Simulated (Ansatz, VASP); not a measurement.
This is a calculation of Zn for VASP 6.6.1.

Contents of INCAR:

```
PREC = Accurate
ENCUT = 520
EDIFF = 1E-6
ISMEAR = -1
SIGMA = 0.05
LREAL = F
LASPH = T
NELM = 80
ALGO = Fast
ISIF = 2
LWAVE = F
LCHARG = F
GGA = PS
NBANDS = 25
```

The input KPOINTS:

```
regular mesh
0
Gamma
  12 12 4
```

File POSCAR:

```
Zn
1.0
    2.2812550437     -1.3311687117      0.0000000000
    2.2550853035      1.2858053083      0.0000000000
   -1.5917165425      0.0159171654      7.3004081919
Zn
3
Direct
    0.7780178600      0.7780178600      0.3345049800
    0.2219821400      0.2219821400      0.6654950200
    0.0000000000      0.0000000000      0.0000000000
```

Potentials or basis: VASP PAW PBE potentials, release 64 (Zn).

Run with:

```sh
$ cat potpaw_PBE.64/Zn/POTCAR > POTCAR
$ mpirun -np 1 vasp_std > vasp.out
```

**Question.** Translate it to Ansatz 0.2.0. Potentials there: all-electron LAPW, scalar-relativistic.

**Answer.** As run (the cutoff follows the program's own potentials):

The input input.yaml:

```yaml
crystal:
  lattice:
    - [2.2812550437, -1.3311687117, 0.0]
    - [2.2550853035, 1.2858053083, 0.0]
    - [-1.5917165425, 0.0159171654, 7.3004081919]
  atoms:
    - { symbol: Zn, position: [0.77801786, 0.77801786, 0.33450498] }
    - { symbol: Zn, position: [0.22198214, 0.22198214, 0.66549502] }
    - { symbol: Zn, position: [0.0, 0.0, 0.0] }
kpoints:
  mp_grid: { grid: [12, 12, 4] }
scf:
  occupations: { method: fermi_dirac, width: 0.05 }
hamiltonian:
  xc: pbesol
  pseudopotentials: { kind: all_electron, lapw: { basis_error: 0.002 } }
output:
  forces: true
  stress: true
  eigenvalues: true
```

Potentials or basis: all-electron LAPW, scalar-relativistic.

The run is started by

```console
$ ansatz run input.yaml --threads 2 --pin off --max-ram 8192MiB --backend cpu --events-out ev --progress --plain --runs-dir out
```

Both were run:

|  | VASP | Ansatz | Ansatz less VASP |
| --- | --- | --- | --- |
| gap on the k mesh at the Fermi level (eV) | none | none | - |
| pressure (GPa) | -1.0 | -1.2 | -0.22 |
| traceless stress, the component that is largest in VASP (GPa) | 2.97 | 3.15 | +0.172 |
| rms of the force components (eV/Å) | 0.005 | 0.005 | -0.0004 |

VASP's potentials were made for PBE, not for PBEsol. Atom by atom the forces differ by 0.000 eV/Å (rms over components). A gap of «none» marks a metal or a gap that the smearing closes. Ansatz ran all-electron here, and VASP with PAW potentials.
